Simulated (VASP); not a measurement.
# In2Te2O: single point with PBE

In2Te2O:

```
In Te O
1.0
    -2.11626    2.11626    8.30083
     2.11626   -2.11626    8.30083
     2.11626    2.11626   -8.30083
In Te O
2 2 1
Direct
  0.31689 0.31689 0.00000
  0.68311 0.68311 0.00000
  0.87565 0.87565 0.00000
  0.12435 0.12435 0.00000
  0.00000 0.00000 0.00000
```

The cell was generated, and may not be a known phase.

```yaml
Program: VASP 6.6.1
Task: single point
Functional: PBE
Potentials_or_basis: VASP PAW PBE potentials, release 64 (In_d, Te, O)
Cutoff: 520 eV
k_mesh: 6 × 6 × 6
Occupations: gaussian, width 0.1 eV
Spin: no spin polarisation
```

```
Pressure               : 0.0 GPa
Largest force          : 0.036 eV/Å
Band gap on the k mesh : zero (bands 22 and 23 overlap by 1.05 eV)
```

Forces on the atoms (eV/Å):
```
In   0.000  0.000 -0.007
In   0.000  0.000  0.007
Te   0.000  0.000  0.036
Te   0.000  0.000 -0.036
O    0.000  0.000  0.000
```

Stress tensor (GPa, compression positive):
```
 0.04  0.00  0.00
 0.00  0.04  0.00
 0.00  0.00 -0.23
```

Levels at points of the mesh, in eV from the Fermi level:
```tsv
k point	band 18	band 19	band 20	band 21	band 22	band 23	band 24	band 25	band 26	band 27
(0.00, 0.00, 0.00)	-2.55	-2.21	-2.21	-0.69	-0.53	-0.53	2.72	3.78	4.02	4.25
(0.50, 0.00, 0.00)	-2.78	-1.89	-0.99	-0.10	-0.02	1.44	2.13	2.17	2.89	2.95
(0.50, 0.50, 0.00)	-4.10	-3.61	-3.50	-2.21	-1.64	-0.33	1.47	2.22	2.76	3.63
(0.50, 0.50, 0.50)	-2.47	-1.61	-1.61	-1.12	-1.12	-0.33	-0.16	3.47	3.68	4.66
```

It took 9.6 min on 1 thread of Intel(R) Xeon(R) Platinum 8259CL CPU @ 2.50GHz (Skylake/Cascade Lake), on a shared host, peak memory 0.72 GiB.

Caveat: spin-orbit coupling is left out, which moves the levels of the heavy elements.
